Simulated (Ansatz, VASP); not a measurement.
One calculation of HfO2, two programs

```xyz
3
Lattice="0.0000 2.5279 2.5279 2.5279 0.0000 2.5279 2.6302 2.6302 -0.1023" Properties=species:S:1:pos:R:3 pbc="T T T"
Hf   -0.1028   -0.1028    0.1028
O     1.2743    1.2743    1.2536
O     3.9866    3.9866    3.5971
```

Alike in both runs: task single point; functional PBEsol; k mesh 8 × 8 × 8; occupations gaussian, width 0.02 eV; no spin polarisation.

|  | VASP | Ansatz |
| --- | --- | --- |
| version | VASP 6.6.1 | Ansatz 0.2.0 |
| potentials or method | VASP PAW PBE potentials, release 64 (Hf_pv, O), cutoff 520 eV | scalar-relativistic, plane waves, PAW |
| valence electrons in the cell | 22 | 38 |

```tsv
	VASP	Ansatz	Ansatz less VASP
gap on the k mesh at the Fermi level (eV)	3.62	3.64	+0.022
least direct gap on the mesh (eV)	3.82	3.84	+0.018
pressure (GPa)	-10.0	-7.0	+3.03
traceless stress, the component that is largest in VASP (GPa)	-2.41	-2.74	-0.331
rms of the force components (eV/Å)	0.665	0.677	+0.0118
```

VASP's potentials were made for PBE, not for PBEsol. Atom by atom the forces differ by 0.013 eV/Å (rms over components). VASP's potentials hold 22 valence electrons a cell and Ansatz's 38, so a difference there can come from the potentials and not from the codes.

Neither program's run includes spin-orbit coupling.
